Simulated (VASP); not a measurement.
# SiB4W (P4/mmm) in VASP: single point with PBE

Aim: the single point of SiB4W with PBE.

All numbers are computed with VASP 6.6.1; they aren't measurements. Logs are shortened: lines on timing, memory, paths and dates and some standing lists are left out, and cuts for length are marked.

## 1. The cell of the first run

It takes space group P4/mmm (No. 123, tetragonal). Conventional cell: a = 3.423 Å, b = 3.423 Å, c = 5.621 Å, α = 90.00°, β = 90.00°, γ = 90.00°. Si (site symmetry 4/mmm) has 2 B at 1.25 Å within 1.7 Å. B (site symmetry 4mm) has 1 Si at 1.25 Å and 1 W at 1.56 Å within 1.7 Å. Within 2.2 Å of B (site symmetry 4mm) lie 1 B at 1.63 Å. W (site symmetry 4/mmm) has 2 B at 1.56 Å within 2.1 Å.

## 2. Single point, PBE

INCAR reads:

```
SYSTEM = SiB4W
  ALGO = Normal
  EDIFF = 1E-7
  ENCUT = 520
  GGA = PE
  ISIF = 2
  ISMEAR = 0
  LASPH = .True.
  LCHARG = .False.
  LREAL = .False.
  LWAVE = .False.
  NBANDS = 24
  NELM = 100
  PREC = Accurate
  SIGMA = 0.1
```

KPOINTS reads:

```
k-points
0
Gamma
  6 6 4
  0 0 0
```

POSCAR reads:

```
SiB4W
1.0
    3.4231701700      0.0000000000      0.0000000000
    0.0000000000      3.4231701700      0.0000000000
    0.0000000000      0.0000000000      5.6213078900
Si B W
1 4 1
Direct
    0.0000000000      0.0000000000      0.5000000000
    0.0000000000      0.0000000000      0.7216316000
    0.0000000000      0.0000000000      0.2783684000
    0.5000000000      0.5000000000      0.6451199300
    0.5000000000      0.5000000000      0.3548800700
    0.0000000000      0.0000000000      0.0000000000
```

Potentials or basis: VASP PAW PBE potentials, release 64 (Si, B, W_sv).

Run with:

```bash
$ cat potpaw_PBE.64/Si/POTCAR potpaw_PBE.64/B/POTCAR potpaw_PBE.64/W_sv/POTCAR > POTCAR
$ mpirun -np 1 vasp_std > vasp.out
```

OUTCAR:

```text
SYSTEM = SiB4W
   EDIFF = 1E-7
   ENCUT = 520
   GGA = PE
   ISIF = 2
   ISMEAR = 0
   LASPH = .True.
   LREAL = .False.
   NELM = 100
   PREC = Accurate

 ion  position               nearest neighbor table
   1  0.000  0.000  0.500-   2 1.25   3 1.25   4 2.55   5 2.55   4 2.55   5 2.55   4 2.55   5 2.55
                             4 2.55   5 2.55   6 2.81   6 2.81
   2  0.000  0.000  0.722-   1 1.25   6 1.56
   3  0.000  0.000  0.278-   1 1.25   6 1.56
   4  0.500  0.500  0.645-   5 1.63   1 2.55   1 2.55   1 2.55   1 2.55
   5  0.500  0.500  0.355-   4 1.63   1 2.55   1 2.55   1 2.55   1 2.55
   6  0.000  0.000  0.000-   2 1.56   3 1.56   1 2.81   1 2.81

 -----------------------------------------------------------------------------
|                                                                             |
|           W    W    AA    RRRRR   N    N  II  N    N   GGGG   !!!           |
|           W    W   A  A   R    R  NN   N  II  NN   N  G    G  !!!           |
|           W    W  A    A  R    R  N N  N  II  N N  N  G       !!!           |
|           W WW W  AAAAAA  RRRRR   N  N N  II  N  N N  G  GGG   !            |
|           WW  WW  A    A  R   R   N   NN  II  N   NN  G    G                |
|           W    W  A    A  R    R  N    N  II  N    N   GGGG   !!!           |
|                                                                             |
|     The distance between some ions is very small. Please check the          |
|     nearest-neighbor list in the OUTCAR file.                               |
|     I HOPE YOU KNOW WHAT YOU ARE DOING!                                     |
|                                                                             |
 -----------------------------------------------------------------------------

  LATTYP: Found a simple tetragonal cell.
 ALAT       =     3.4231701700
 C/A-ratio  =     1.6421351002

  Lattice vectors:

 A1 = (   3.4231701700,   0.0000000000,   0.0000000000)
 A2 = (   0.0000000000,   3.4231701700,   0.0000000000)
 A3 = (   0.0000000000,   0.0000000000,   5.6213078900)

Analysis of symmetry for initial positions (statically):
=====================================================================
 Subroutine PRICEL returns:
 Original cell was already a primitive cell.

 Routine SETGRP: Setting up the symmetry group for a
 simple tetragonal supercell.

 Subroutine GETGRP returns: Found 16 space group operations
 (whereof 16 operations were pure point group operations)
 out of a pool of 16 trial point group operations.

The static configuration has the point symmetry D_4h.

Analysis of symmetry for dynamics (positions and initial velocities):
=====================================================================
 Subroutine PRICEL returns:
 Original cell was already a primitive cell.

 Routine SETGRP: Setting up the symmetry group for a
 simple tetragonal supercell.

 Subroutine GETGRP returns: Found 16 space group operations
 (whereof 16 operations were pure point group operations)
 out of a pool of 16 trial point group operations.

The dynamic configuration has the point symmetry D_4h.

 Subroutine INISYM returns: Found 16 space group operations
 (whereof 16 operations are pure point group operations),
 and found     1 'primitive' translations

----------------------------------------------------------------------------------------

                                     Primitive cell

  volume of cell :      65.8710

  direct lattice vectors                    reciprocal lattice vectors
     3.423170170  0.000000000  0.000000000     0.292126874  0.000000000  0.000000000
     0.000000000  3.423170170  0.000000000     0.000000000  0.292126874  0.000000000
     0.000000000  0.000000000  5.621307890     0.000000000  0.000000000  0.177894543

  length of vectors
     3.423170170  3.423170170  5.621307890     0.292126874  0.292126874  0.177894543

  position of ions in fractional coordinates (direct lattice)
     0.000000000  0.000000000  0.500000000
     0.000000000  0.000000000  0.721631600
     0.000000000  0.000000000  0.278368400
     0.500000000  0.500000000  0.645119930
     0.500000000  0.500000000  0.354880070
     0.000000000  0.000000000  0.000000000

  ion indices of the primitive-cell ions
   primitive index   ion index
                 1           1
                 2           2
                 3           3
                 4           4
                 5           5
                 6           6

----------------------------------------------------------------------------------------

 KPOINTS: k-points

Automatic generation of k-mesh.
 Grid dimensions read from file:
 generate k-points for:    6    6    4

 Generating k-lattice:

  Cartesian coordinates                     Fractional coordinates (reciprocal lattice)
     0.048687812  0.000000000  0.000000000     0.166666667  0.000000000  0.000000000
     0.000000000  0.048687812  0.000000000     0.000000000  0.166666667  0.000000000
     0.000000000  0.000000000  0.044473636     0.000000000  0.000000000  0.250000000

  Length of vectors
     0.048687812  0.048687812  0.044473636

  Shift w.r.t. Gamma in fractional coordinates (k-lattice)
     0.000000000  0.000000000  0.000000000

 Subroutine IBZKPT returns following result:
 ===========================================

 Found     30 irreducible k-points:

 Following reciprocal coordinates:
            Coordinates               Weight
  0.000000  0.000000  0.000000      1.000000
  0.166667  0.000000  0.000000      4.000000
  0.333333  0.000000  0.000000      4.000000
  0.500000  0.000000  0.000000      2.000000
  0.166667  0.166667  0.000000      4.000000
  0.333333  0.166667  0.000000      8.000000
[... 16 lines left out ...]
  0.333333  0.000000  0.500000      4.000000
  0.500000  0.000000  0.500000      2.000000
 [... further k-points ...]
   k-points           NKPTS =     30   k-points in BZ     NKDIM =     30   number of bands    NBANDS=     24
   number of dos      NEDOS =    301   number of ions     NIONS =      6
   total plane-waves  NPLWV =  32928
   dimension x,y,z NGX =    28 NGY =   28 NGZ =   42
   dimension x,y,z NGXF=    56 NGYF=   56 NGZF=   84
   ions per type =               1   4   1
   NGX,Y,Z   is equivalent  to a cutoff of  13.60, 13.60, 12.42 a.u.
   NGXF,Y,Z  is equivalent  to a cutoff of  27.20, 27.20, 24.84 a.u.
 SYSTEM =  SiB4W
   PREC   = accura    normal or accurate (medium, high low for compatibility)
   ISTART =      0    job   : 0-new  1-cont  2-samecut
   ICHARG =      2    charge: 1-file 2-atom 10-const
   ISPIN  =      1    spin polarized calculation?
   LNONCOLLINEAR =      F non collinear calculations
   LSORBIT =      F    spin-orbit coupling
   LASPH  =      T    aspherical Exc in radial PAW
   ENCUT  =  520.0 eV  38.22 Ry    6.18 a.u.   6.36  6.36 10.45*2*pi/ulx,y,z
   NELM   =    100;   NELMIN=  2; NELMDL= -5     # of ELM steps
   EDIFF  = 0.1E-06   stopping-criterion for ELM
   LREAL  =      F    real-space projection
   EDIFFG = 0.1E-05   stopping-criterion for IOM
   NSW    =      0    number of steps for IOM
   IBRION =     -1    ionic relax: 0-MD 1-quasi-New 2-CG
   NFREE  =      0    steps in history (QN), initial steepest desc. (CG)
   ISIF   =      2    stress and relaxation
   ISYM   =      2    0-nonsym 1-usesym 2-fastsym
   POTIM  = 0.5000    time-step for ionic-motion
   TEBEG  =    0.0;   TEEND  =   0.0 temperature during run
   PSTRESS=    0.0 pullay stress
   NELECT =      30.0000    total number of electrons
   NUPDOWN=      -1.0000    fix difference up-down
   EMIN   =  10.00;   EMAX   =-10.00  energy-range for DOS
   EFERMI =   0.00;   METHOD = LEGACY
   ISMEAR =     0;   SIGMA  =   0.10  broadening in eV -4-tet -1-fermi 0-gaus
   EFERMI_NEDOS =   21; number of points for ismear=-14 and -15
   IALGO  =     38    algorithm
   IMIX   =      4    mixing-type and parameters
     AMIX     =   0.40;   BMIX     =  1.00
     AMIX_MAG =   1.60;   BMIX_MAG =  1.00
  volume/ion in A,a.u.               =      10.98        74.09
  Fermi-wavevector in a.u.,A,eV,Ry     =   1.259555  2.380214 21.585354  1.586479
  Thomas-Fermi vector in A             =   2.393109
   LORBIT       =      0    0 simple, 1 ext, 2 COOP (PROOUT), +10 PAW based schemes
   GGA     = PE    functional components
   LHFCALC =     F    Hartree Fock is set to
   AEXX    =    0.0000 exact exchange contribution
   IVDW    =     0    specifies the selected vdW correction
   LEPSILON=     F    determine dielectric tensor
   LRPA    =     F    only Hartree local field effects (RPA)
 non-spin polarized calculation
 Gauss-broadening in eV      SIGMA  =   0.10
  energy-cutoff  :      520.00
  volume of cell :       65.87
 maximum number of plane-waves:      1789
 NGX is ok and might be reduce to    28
   NGX = 13   NGY = 13   NGZ = 21

 number of electron      30.0000003 magnetization

 Free energy of the ion-electron system (eV)
  ---------------------------------------------------
  ext. energy  EPLUGINS =         0.00000000
  ---------------------------------------------------
  free energy    TOTEN  =        -5.28429916 eV

  energy without entropy =       -5.25791664  energy(sigma->0) =       -5.27110790

 E-fermi :   6.9036     XC(G=0): -11.2926

 val. band max:        6.9008079150   @ k =   0.1667   0.1667   0.2500
 cond. band min:       6.9102671806   @ k =   0.5000   0.3333   0.2500
 fundamental gap:      0.0094592656
 Fermi energy:         6.9036344187

 k-point     1 :       0.0000    0.0000    0.0000
  band No.  band energies     occupation
      1     -67.3078      2.00000
      2     -33.1166      2.00000
      3     -31.3045      2.00000
      4     -31.3045      2.00000
      5      -7.2148      2.00000
      6      -1.5624      2.00000
[... 16 lines left out ...]
     23      12.5509      0.00000
     24      14.9395      0.00000

 k-point     2 :       0.1667    0.0000    0.0000
  band No.  band energies     occupation
      1     -67.3072      2.00000
      2     -33.1146      2.00000
      3     -31.3264      2.00000
      4     -31.3028      2.00000
      5      -6.9303      2.00000
      6      -1.3960      2.00000
[... 16 lines left out ...]
     23      12.8067      0.00000
     24      14.1789      0.00000
[... 565 lines left out ...]
     23      12.0635      0.00000
     24      12.3363      0.00000

 k-point    24 :       0.5000    0.0000    0.5000
  band No.  band energies     occupation
      1     -67.3053      2.00000
      2     -33.1090      2.00000
      3     -31.3916      2.00000
      4     -31.2977      2.00000
      5      -4.9496      2.00000
      6      -4.0103      2.00000
[... 16 lines left out ...]
     23      11.5638      0.00000
     24      11.8203      0.00000

 [... further k-points ...]
[... 5 lines left out ...]
  --------------------------------------------------------------------------------------
  -------------------------------------------------------------------------------------
  Total       -8.1132561     -8.1132561    176.2519032      0.0000000      0.0000000      0.0000000
  in kB     -197.3383161   -197.3383161   4286.9660735      0.0000000      0.0000000      0.0000000
  external PRESSURE =    1297.4298137 kB  Pullay stress =       0.0000000 kB

 VOLUME and BASIS-vectors are now :
 -----------------------------------------------------------------------------
  energy-cutoff  :      520.00
  volume of cell :       65.87
      direct lattice vectors                 reciprocal lattice vectors
     3.423170170  0.000000000  0.000000000     0.292126874  0.000000000  0.000000000
     0.000000000  3.423170170  0.000000000     0.000000000  0.292126874  0.000000000
     0.000000000  0.000000000  5.621307890     0.000000000  0.000000000  0.177894543

 POSITION                                       TOTAL-FORCE (eV/Angst)
 -----------------------------------------------------------------------------------
      0.00000      0.00000      2.81065        -0.000000      0.000000      0.000000
      0.00000      0.00000      4.05651         0.000000     -0.000000     33.305147
      0.00000      0.00000      1.56479        -0.000000     -0.000000    -33.305147
      1.71159      1.71159      3.62642        -0.000000     -0.000000      1.723037
      1.71159      1.71159      1.99489        -0.000000      0.000000     -1.723037
      0.00000      0.00000      0.00000        -0.000000      0.000000      0.000000
 -----------------------------------------------------------------------------------
    total drift:                               -0.000000     -0.000000     -0.000000

  FREE ENERGIE OF THE ION-ELECTRON SYSTEM (eV)
  ---------------------------------------------------
  free  energy   TOTEN  =        -5.2842991568 eV

  energy  without entropy=       -5.2579166418  energy(sigma->0) =       -5.27110790
```

Wall time 24 s (1 thread of Intel Xeon 6975P-C (Granite Rapids), shared host); peak memory 0.2 GiB.

Results:

```
Free energy            : -5.2843 eV
Pressure               : 129.7 GPa
Largest force          : 33.305 eV/Å
Band gap on the k mesh : zero (band 15 reaches 9.25 eV, above the bottom of band 16 at 6.37 eV)
```

Forces in eV/Å, atoms in the order of the input:
```
Si    0.000   0.000   0.000
B     0.000   0.000  33.305
B     0.000   0.000 -33.305
B     0.000   0.000   1.723
B     0.000   0.000  -1.723
W     0.000   0.000   0.000
```

Caveat: spin-orbit coupling is left out, which moves the levels of the heavy elements; forces of over 1 eV/Å act on the atoms, so gaps and moduli don't describe the material at rest.
